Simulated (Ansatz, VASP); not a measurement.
## One calculation of HfO2, two programs

INCAR

```
PREC     = Accurate       # precision mode
ENCUT    = 520            # plane-wave cutoff, eV
EDIFF    = 1E-6           # SCF threshold, eV
ISMEAR   = 0              # smearing method
SIGMA    = 0.028000000000000004 # smearing width, eV
LREAL    = False          # projectors in reciprocal space
LASPH    = True           # aspherical terms in the spheres
NELM     = 60             # most SCF steps
ALGO     = Normal         # electronic algorithm
ISIF     = 2              # what is computed and relaxed
LWAVE    = False          # write WAVECAR
LCHARG   = False          # write CHGCAR
GGA      = PE             # functional
NBANDS   = 18             # bands
```

The input KPOINTS:

```
regular mesh
0
Gamma
  9 9 9
```

POSCAR

```
HfO2
1.0
    0.0000000000      2.5575000000      2.5575000000
    2.5575000000      0.0000000000      2.5575000000
    2.5575000000      2.5575000000      0.0000000000
Hf O
1 2
Direct
    0.0000000000      0.0000000000      0.0000000000
    0.7500000000      0.7500000000      0.7500000000
    0.2500000000      0.2500000000      0.2500000000
```

input.yaml

```yaml
crystal:
  lattice:
    - [0.0, 2.5575, 2.5575]
    - [2.5575, 0.0, 2.5575]
    - [2.5575, 2.5575, 0.0]
  atoms:
    - { symbol: Hf, position: [0.0, 0.0, 0.0] }
    - { symbol: O, position: [0.75, 0.75, 0.75] }
    - { symbol: O, position: [0.25, 0.25, 0.25] }
hamiltonian:
  xc: pbe
  pseudopotentials: { kind: paw }
kpoints:
  mp_grid: { grid: [9, 9, 9] }
scf:
  occupations: { method: gaussian, width: 0.028 }
output:
  forces: true
  stress: true
  eigenvalues: true
  write_density: true
  write_potential: true
  elf: true
  volumetric_format: npy
```

Alike in both runs: task single point; functional PBE; k mesh 9 × 9 × 9; occupations gaussian, width 0.028 eV; no spin polarisation.

|  | VASP | Ansatz |
| --- | --- | --- |
| version | VASP 6.6.1 | Ansatz 0.2.0 |
| potentials or method | VASP PAW PBE potentials, release 64 (Hf_pv, O) | Ansatz PAW |
| plane-wave cutoff (eV) | 520 | 420 |
| valence electrons in the cell | 22 | 38 |

```csv
,VASP,Ansatz,Ansatz less VASP
gap on the k mesh at the Fermi level (eV),3.84,3.83,-0.008
least direct gap on the mesh (eV),3.95,3.94,-0.008
pressure (GPa),-6.0,-2.5,+3.53
```

The functional is the same, so the differences come from potentials, cutoffs and numerics. VASP's potentials hold 22 valence electrons a cell and Ansatz's 38, so a difference there can come from the potentials and not from the codes.

Neither program's run includes spin-orbit coupling. Noted on Ansatz's run: odd divisions of the mesh miss points on the zone boundary, where band edges often lie, so the gap on the mesh can be too wide.
